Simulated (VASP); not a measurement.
# CO2 (I-42d) in VASP: a series of runs

The runs below take CO2 through single point, with HSE06, PBE-based screened hybrid with 40 % exact exchange.

Program: VASP 6.6.1. These are calculated values, not measurements. Logs are shortened: lines on timing, memory, paths and dates and some standing lists are left out, and cuts for length are marked.

### Step 1. The cell of the first run

It takes space group I-42d (No. 122, tetragonal). Conventional cell: a = 3.910 Å, b = 3.910 Å, c = 5.935 Å, α = 90.00°, β = 90.00°, γ = 90.00°. Within 1.9 Å of C (site symmetry -4) lie 4 O at 1.39 Å. Within 1.9 Å of O (site symmetry 2) lie 2 C at 1.39 Å.

### Step 2. Single point, HSE06

File POSCAR:

```
CO2
1.0
   -1.9548127153      1.9548127153      2.9673315043
    1.9548127153     -1.9548127153      2.9673315043
    1.9548127153      1.9548127153     -2.9673315043
C O
2 4
Direct
    0.0000000000      0.0000000000      0.0000000000
    0.7500000000      0.2500000000      0.5000000000
    0.3750000000      0.2923507872      0.4173507872
    0.7076492128      0.1250000000      0.0826492128
    0.8750000000      0.9576492128      0.5826492128
    0.0423507872      0.6250000000      0.9173507872
```

File INCAR.step1:

```
SYSTEM = CO2
PREC = Accurate
ENCUT = 520
EDIFF = 1E-5
ISMEAR = 0
SIGMA = 0.01
LREAL = .False.
LASPH = .True.
NELM = 80
ALGO = Normal
ISIF = 2
LWAVE = .True.
LCHARG = .False.
NBANDS = 25
GGA = PE
```

File INCAR.step2:

```
SYSTEM = CO2
PREC = Accurate
ENCUT = 520
EDIFF = 1E-7
ISMEAR = 0
SIGMA = 0.01
LREAL = .False.
LASPH = .True.
NELM = 80
ALGO = Normal
ISIF = 2
LWAVE = .False.
LCHARG = .False.
GGA = PE
LHFCALC = .True.
HFSCREEN = 0.2079
PRECFOCK = Fast
NBANDS = 25
ISTART = 1
```

File KPOINTS:

```
regular mesh
0
Gamma
  4 4 4
  0 0 0
```

Potentials or basis: VASP PAW PBE potentials, release 64 (C, O).

Command:

```bash
cat potpaw_PBE.64/C/POTCAR potpaw_PBE.64/O/POTCAR > POTCAR
cp INCAR.step1 INCAR
mpirun -np 1 vasp_std > vasp.out
cp INCAR.step2 INCAR
mpirun -np 1 vasp_std > vasp.out
```

OUTCAR:

```text
SYSTEM = CO2
   PREC = Accurate
   ENCUT = 520
   EDIFF = 1E-7
   ISMEAR = 0
   LREAL = .False.
   LASPH = .True.
   NELM = 80
   ISIF = 2
   GGA = PE
   LHFCALC = .True.
   HFSCREEN = 0.2079
   PRECFOCK = Fast
   ISTART = 1

 ion  position               nearest neighbor table
   1  0.000  0.000  0.000-   3 1.39   4 1.39   5 1.39   6 1.39
   2  0.750  0.250  0.500-   3 1.39   4 1.39   5 1.39   6 1.39
   3  0.375  0.292  0.417-   1 1.39   2 1.39
   4  0.708  0.125  0.083-   1 1.39   2 1.39
   5  0.875  0.958  0.583-   1 1.39   2 1.39
   6  0.042  0.625  0.917-   1 1.39   2 1.39

  LATTYP: Found a body centered tetragonal cell.
 ALAT       =     3.9096254306
 C/A-ratio  =     1.5179620437

  Lattice vectors:

 A1 = (  -1.9548127153,   1.9548127153,   2.9673315043)
 A2 = (   1.9548127153,  -1.9548127153,   2.9673315043)
 A3 = (   1.9548127153,   1.9548127153,  -2.9673315043)

Analysis of symmetry for initial positions (statically):
=====================================================================
 Subroutine PRICEL returns:
 Original cell was already a primitive cell.

 Routine SETGRP: Setting up the symmetry group for a
 body centered tetragonal supercell.

 Subroutine GETGRP returns: Found  8 space group operations
 (whereof  4 operations were pure point group operations)
 out of a pool of 16 trial point group operations.

The static configuration has the point symmetry S_4 .
 The point group associated with its full space group is D_2d.

Analysis of symmetry for dynamics (positions and initial velocities):
=====================================================================
 Subroutine PRICEL returns:
 Original cell was already a primitive cell.

 Routine SETGRP: Setting up the symmetry group for a
 body centered tetragonal supercell.

 Subroutine GETGRP returns: Found  8 space group operations
 (whereof  4 operations were pure point group operations)
 out of a pool of 16 trial point group operations.

The dynamic configuration has the point symmetry S_4 .
 The point group associated with its full space group is D_2d.

 Subroutine INISYM returns: Found  8 space group operations
 (whereof  4 operations are pure point group operations),
 and found     1 'primitive' translations

----------------------------------------------------------------------------------------

                                     Primitive cell

  volume of cell :      45.3562

  direct lattice vectors                    reciprocal lattice vectors
    -1.954812715  1.954812715  2.967331504     0.000000000  0.255778979  0.168501564
     1.954812715 -1.954812715  2.967331504     0.255778979  0.000000000  0.168501564
     1.954812715  1.954812715 -2.967331504     0.255778979  0.255778979  0.000000000

  length of vectors
     4.055569228  4.055569228  4.055569228     0.306293427  0.306293427  0.361726101

  position of ions in fractional coordinates (direct lattice)
     0.000000000  0.000000000  0.000000000
     0.750000000  0.250000000  0.500000000
     0.375000000  0.292350787  0.417350787
     0.707649213  0.125000000  0.082649213
     0.875000000  0.957649213  0.582649213
     0.042350787  0.625000000  0.917350787

  ion indices of the primitive-cell ions
   primitive index   ion index
                 1           1
                 2           2
                 3           3
                 4           4
                 5           5
                 6           6

----------------------------------------------------------------------------------------

 KPOINTS: regular mesh

Automatic generation of k-mesh.
 Grid dimensions read from file:
 generate k-points for:    4    4    4

 Generating k-lattice:

  Cartesian coordinates                     Fractional coordinates (reciprocal lattice)
     0.000000000  0.063944745  0.042125391     0.250000000 -0.000000000  0.000000000
     0.063944745  0.000000000  0.042125391    -0.000000000  0.250000000  0.000000000
     0.063944745  0.063944745  0.000000000     0.000000000  0.000000000  0.250000000

  Length of vectors
     0.076573357  0.076573357  0.090431525

  Shift w.r.t. Gamma in fractional coordinates (k-lattice)
     0.000000000  0.000000000  0.000000000

 Subroutine IBZKPT returns following result:
 ===========================================

 Found     13 irreducible k-points:

 Following reciprocal coordinates:
            Coordinates               Weight
  0.000000  0.000000  0.000000      1.000000
  0.250000  0.000000 -0.000000      8.000000
  0.500000  0.000000 -0.000000      4.000000
  0.250000  0.250000 -0.000000      8.000000
  0.500000  0.250000 -0.000000     16.000000
 -0.250000  0.250000  0.000000      4.000000
  0.500000  0.500000 -0.000000      2.000000
  0.250000  0.250000  0.250000      2.000000
 -0.250000  0.250000  0.250000      4.000000
  0.500000  0.500000  0.250000      4.000000
 -0.250000  0.500000  0.250000      8.000000
 -0.250000 -0.250000  0.250000      2.000000
  0.500000  0.500000  0.500000      1.000000
   k-points           NKPTS =     13   k-points in BZ     NKDIM =     64   number of bands    NBANDS=     25
   number of dos      NEDOS =    301   number of ions     NIONS =      6
   total plane-waves  NPLWV =  27000
   dimension x,y,z NGX =    30 NGY =   30 NGZ =   30
   dimension x,y,z NGXF=    60 NGYF=   60 NGZF=   60
   ions per type =               2   4
   NGX,Y,Z   is equivalent  to a cutoff of  12.30, 12.30, 12.30 a.u.
   NGXF,Y,Z  is equivalent  to a cutoff of  24.60, 24.60, 24.60 a.u.
 SYSTEM =  CO2
   PREC   = accura    normal or accurate (medium, high low for compatibility)
   ISTART =      1    job   : 0-new  1-cont  2-samecut
   ICHARG =      0    charge: 1-file 2-atom 10-const
   ISPIN  =      1    spin polarized calculation?
   LNONCOLLINEAR =      F non collinear calculations
   LSORBIT =      F    spin-orbit coupling
   LASPH  =      T    aspherical Exc in radial PAW
   ENCUT  =  520.0 eV  38.22 Ry    6.18 a.u.   7.54  7.54  7.54*2*pi/ulx,y,z
   NELM   =     80;   NELMIN=  2; NELMDL=  0     # of ELM steps
   EDIFF  = 0.1E-06   stopping-criterion for ELM
   LREAL  =      F    real-space projection
   EDIFFG = 0.1E-05   stopping-criterion for IOM
   NSW    =      0    number of steps for IOM
   IBRION =     -1    ionic relax: 0-MD 1-quasi-New 2-CG
   NFREE  =      0    steps in history (QN), initial steepest desc. (CG)
   ISIF   =      2    stress and relaxation
   ISYM   =      3    0-nonsym 1-usesym 2-fastsym
   POTIM  = 0.5000    time-step for ionic-motion
   TEBEG  =    0.0;   TEEND  =   0.0 temperature during run
   PSTRESS=    0.0 pullay stress
   NELECT =      32.0000    total number of electrons
   NUPDOWN=      -1.0000    fix difference up-down
   EMIN   =  10.00;   EMAX   =-10.00  energy-range for DOS
   EFERMI =   0.00;   METHOD = LEGACY
   ISMEAR =     0;   SIGMA  =   0.01  broadening in eV -4-tet -1-fermi 0-gaus
   EFERMI_NEDOS =   21; number of points for ismear=-14 and -15
   IALGO  =     38    algorithm
   IMIX   =      1    mixing-type and parameters
     AMIX     =   0.40;   BMIX     =  1.00
     AMIX_MAG =   1.60;   BMIX_MAG =  1.00
  volume/ion in A,a.u.               =       7.56        51.01
  Fermi-wavevector in a.u.,A,eV,Ry     =   1.457402  2.754090 28.899055  2.124021
  Thomas-Fermi vector in A             =   2.574208
   LORBIT       =      0    0 simple, 1 ext, 2 COOP (PROOUT), +10 PAW based schemes
   GGA     = PE    functional components
   LHFCALC =     T    Hartree Fock is set to
   PRECFOCK=fast      Normal, Fast or Accurate (Low or Medium for compatibility)
   ENCUT4O =  -1.0   cutoff for four orbital integrals eV
   NKREDX  =     1    reduce k-point grid by
   NKREDY  =     1    reduce k-point grid by
   NKREDZ  =     1    reduce k-point grid by
   AEXX    =    0.2500 exact exchange contribution
   HFSCREEN=    0.2079 screening length (either q_TF or 0.3 A-1)
   HFSCREENC=   0.2079 screening length for correlation (either q_TF or 0.3 A-1)
   ENCUTFOCK=  -1.0 apply spherical cutoff to Coloumb kernel
   IVDW    =     0    specifies the selected vdW correction
   LEPSILON=     F    determine dielectric tensor
   LRPA    =     F    only Hartree local field effects (RPA)
 non-spin polarized calculation
 Gauss-broadening in eV      SIGMA  =   0.01
  energy-cutoff  :      520.00
  volume of cell :       45.36
 maximum number of plane-waves:      1234
  NGX = 18; NGY = 18; NGZ = 18

 number of electron      31.9999977 magnetization

 Free energy of the ion-electron system (eV)
  ---------------------------------------------------
  ext. energy  EPLUGINS =         0.00000000
  ---------------------------------------------------
  free energy    TOTEN  =       -54.81955177 eV

  energy without entropy =      -54.81955177  energy(sigma->0) =      -54.81955177

 E-fermi :   1.1510     XC(G=0):  -9.2179

 val. band max:        1.0964576334   @ k =   0.5000   0.0000  -0.0000
 cond. band min:      11.0010160072   @ k =   0.0000   0.0000   0.0000
 fundamental gap:      9.9045583738
 Fermi energy:         1.1509827957

 k-point     1 :       0.0000    0.0000    0.0000
  band No.  band energies     occupation
      1     -24.9539      2.00000
      2     -19.4063      2.00000
      3     -19.4063      2.00000
      4     -18.6504      2.00000
      5     -14.4022      2.00000
      6      -9.0513      2.00000
[... 17 lines left out ...]
     24      19.1783      0.00000
     25      19.1783      0.00000

 k-point     2 :       0.2500    0.0000   -0.0000
  band No.  band energies     occupation
      1     -24.5286      2.00000
      2     -20.3717      2.00000
      3     -19.4966      2.00000
      4     -18.9731      2.00000
      5     -13.3456      2.00000
      6      -9.0393      2.00000
[... 17 lines left out ...]
     24      18.7668      0.00000
     25      19.4543      0.00000

 k-point     3 :       0.5000    0.0000   -0.0000
  band No.  band energies     occupation
      1     -23.8601      2.00000
      2     -21.5609      2.00000
      3     -19.5574      2.00000
      4     -19.1281      2.00000
      5     -12.5279      2.00000
      6      -8.9698      2.00000
[... 17 lines left out ...]
     24      18.1952      0.00000
     25      19.1229      0.00000

 k-point     4 :       0.2500    0.2500   -0.0000
  band No.  band energies     occupation
      1     -23.9052      2.00000
      2     -21.3769      2.00000
      3     -19.6445      2.00000
      4     -19.2338      2.00000
      5     -12.2624      2.00000
      6      -9.4201      2.00000
[... 17 lines left out ...]
     24      18.6608      0.00000
     25      18.8027      0.00000

 k-point     5 :       0.5000    0.2500   -0.0000
  band No.  band energies     occupation
      1     -23.5682      2.00000
      2     -21.8546      2.00000
      3     -19.6198      2.00000
      4     -19.2808      2.00000
      5     -11.9575      2.00000
      6      -9.9516      2.00000
[... 17 lines left out ...]
     24      18.1999      0.00000
     25      18.9568      0.00000

 k-point     6 :      -0.2500    0.2500    0.0000
  band No.  band energies     occupation
      1     -24.3599      2.00000
      2     -20.6891      2.00000
      3     -19.5184      2.00000
      4     -18.9903      2.00000
      5     -13.0984      2.00000
      6      -9.8112      2.00000
[... 17 lines left out ...]
     24      18.6026      0.00000
     25      19.6507      0.00000
[... 85 lines left out ...]
 k-point    10 :       0.5000    0.5000    0.2500
  band No.  band energies     occupation
      1     -22.7308      2.00000
      2     -22.7308      2.00000
      3     -19.6324      2.00000
      4     -19.6324      2.00000
      5     -10.4476      2.00000
      6     -10.4476      2.00000
[... 17 lines left out ...]
     24      18.5742      0.00000
     25      19.2440      0.00000

 k-point    11 :      -0.2500    0.5000    0.2500
  band No.  band energies     occupation
      1     -23.5714      2.00000
      2     -21.7864      2.00000
      3     -19.6784      2.00000
      4     -19.5126      2.00000
      5     -11.4580      2.00000
      6      -9.0934      2.00000
[... 17 lines left out ...]
     24      18.3492      0.00000
     25      18.5401      0.00000

 k-point    12 :      -0.2500   -0.2500    0.2500
  band No.  band energies     occupation
      1     -24.3726      2.00000
      2     -20.3654      2.00000
      3     -19.5601      2.00000
      4     -19.5601      2.00000
      5     -12.5486      2.00000
      6      -8.4140      2.00000
[... 17 lines left out ...]
     24      18.7809      0.00000
     25      18.7809      0.00000

 k-point    13 :       0.5000    0.5000    0.5000
  band No.  band energies     occupation
      1     -22.7286      2.00000
      2     -22.7286      2.00000
      3     -19.7053      2.00000
      4     -19.7053      2.00000
      5     -10.0372      2.00000
      6     -10.0372      2.00000
[... 17 lines left out ...]
     24      18.4318      0.00000
     25      19.3188      0.00000

------------------------ aborting loop because EDIFF is reached ----------------------------------------

  FORCE on cell =-STRESS in cart. coord.  units (eV):
  Direction    XX          YY          ZZ          XY          YZ          ZX
  --------------------------------------------------------------------------------------
  -------------------------------------------------------------------------------------
  Total       -0.6493812     -0.6493812     -0.2338923      0.0000000      0.0000000      0.0000000
  in kB      -22.9389704    -22.9389704     -8.2620931      0.0000000      0.0000000      0.0000000
  external PRESSURE =     -18.0466780 kB  Pullay stress =       0.0000000 kB

 VOLUME and BASIS-vectors are now :
 -----------------------------------------------------------------------------
  energy-cutoff  :      520.00
  volume of cell :       45.36
      direct lattice vectors                 reciprocal lattice vectors
    -1.954812715  1.954812715  2.967331504     0.000000000  0.255778979  0.168501564
     1.954812715 -1.954812715  2.967331504     0.255778979  0.000000000  0.168501564
     1.954812715  1.954812715 -2.967331504     0.255778979  0.255778979  0.000000000

 POSITION                                       TOTAL-FORCE (eV/Angst)
 -----------------------------------------------------------------------------------
      0.00000      0.00000      0.00000         0.000000     -0.000000      0.000000
      0.00000      1.95481      1.48367         0.000000     -0.000000     -0.000000
      0.65428      0.97741      0.74183        -0.307368      0.000000     -0.000000
     -0.97741      1.30053      2.22550         0.000000      0.307368     -0.000000
      1.30053      0.97741      3.70916         0.307368     -0.000000     -0.000000
      2.93222      0.65428     -0.74183         0.000000     -0.307368     -0.000000
 -----------------------------------------------------------------------------------
    total drift:                                0.000003      0.000002      0.000002

  FREE ENERGIE OF THE ION-ELECTRON SYSTEM (eV)
  ---------------------------------------------------
  free  energy   TOTEN  =       -54.8195517738 eV

  energy  without entropy=      -54.8195517738  energy(sigma->0) =      -54.81955177
```

Run time: 10 min. Hardware: 1 thread of Intel Xeon Platinum 8488C (Sapphire Rapids), shared host; peak memory 0.27 GiB.

Results:

```
Free energy            : -54.8196 eV
Pressure               : -1.8 GPa
Largest force          : 0.307 eV/Å
Band gap on the k mesh : 9.90 eV (least direct gap 10.23 eV)
```

Forces in eV/Å, atoms in the order of the input:
```
C    0.000  0.000  0.000
C    0.000  0.000  0.000
O   -0.307  0.000  0.000
O    0.000  0.307  0.000
O    0.307  0.000  0.000
O    0.000 -0.307  0.000
```

Stress tensor (GPa, compression positive):
```
-2.29  0.00  0.00
 0.00 -2.29  0.00
 0.00  0.00 -0.83
```

Caveat: the k points lie up to 0.48 Å⁻¹ apart; the PAW data sets were made with another functional, which shifts forces and pressure a little. A k mesh can miss the band edges.

### Step 3. Single point, PBE-based screened hybrid with 40 % exact exchange

POSCAR is that of step 2.

File INCAR.step1:

```
  PREC = Accurate
  ENCUT = 520
  EDIFF = 1E-5
  ISMEAR = 0
  SIGMA = 0.01
  LREAL = F
  LASPH = T
  NELM = 100
  ALGO = Normal
  ISIF = 2
  LWAVE = T
  LCHARG = F
  NBANDS = 25
  GGA = PE
```

File INCAR.step2:

```
  PREC = Accurate
  ENCUT = 520
  EDIFF = 1E-6
  ISMEAR = 0
  SIGMA = 0.01
  LREAL = F
  LASPH = T
  NELM = 100
  ALGO = Normal
  ISIF = 2
  LWAVE = F
  LCHARG = F
  GGA = PE
  LHFCALC = T
  AEXX = 0.4
  HFSCREEN = 0.5
  PRECFOCK = Fast
  NBANDS = 25
  ISTART = 1
```

File KPOINTS:

```
Automatic mesh
0
Gamma
  4 4 4
```

Potentials or basis: VASP PAW PBE potentials, release 64 (C, O).

Command:

```bash
cat potpaw_PBE.64/C/POTCAR potpaw_PBE.64/O/POTCAR > POTCAR
cp INCAR.step1 INCAR
mpirun -np 1 vasp_std > vasp.out
cp INCAR.step2 INCAR
mpirun -np 1 vasp_std > vasp.out
```

It took 9.7 min on 1 thread of Intel Xeon Platinum 8488C (Sapphire Rapids), shared host; peak memory 0.26 GiB.

It converged, with:

* Free energy: -55.7456 eV
* Pressure: -5.9 GPa
* Largest force: 0.559 eV/Å
* Band gap on the k mesh: 9.98 eV (least direct gap 10.27 eV)

Forces on the atoms (eV/Å):
```
C    0.000  0.000  0.000
C    0.000  0.000  0.000
O   -0.559  0.000  0.000
O    0.000  0.559  0.000
O    0.559  0.000  0.000
O    0.000 -0.559  0.000
```

Stress tensor (GPa, compression positive):
```
-6.71  0.00  0.00
 0.00 -6.71  0.00
 0.00  0.00 -4.38
```

Levels at points of the mesh, in eV from the valence-band top:
```tsv
k point	band 13	band 14	band 15	band 16	band 17	band 18	band 19	band 20
(0.00, 0.00, 0.00)	-1.41	-0.74	-0.74	-0.29	9.98	12.00	12.12	12.12
(0.50, 0.00, 0.00)	-1.81	-1.55	-0.44	0.00	10.88	12.26	12.58	13.09
(0.50, 0.50, 0.00)	-0.77	-0.77	-0.58	-0.58	11.73	11.73	12.62	12.62
(0.50, 0.50, 0.50)	-3.01	-3.01	-0.09	-0.09	11.39	11.39	13.58	13.58
```

Caveat: the k points lie up to 0.48 Å⁻¹ apart; the PAW data sets were made with another functional, which shifts forces and pressure a little.
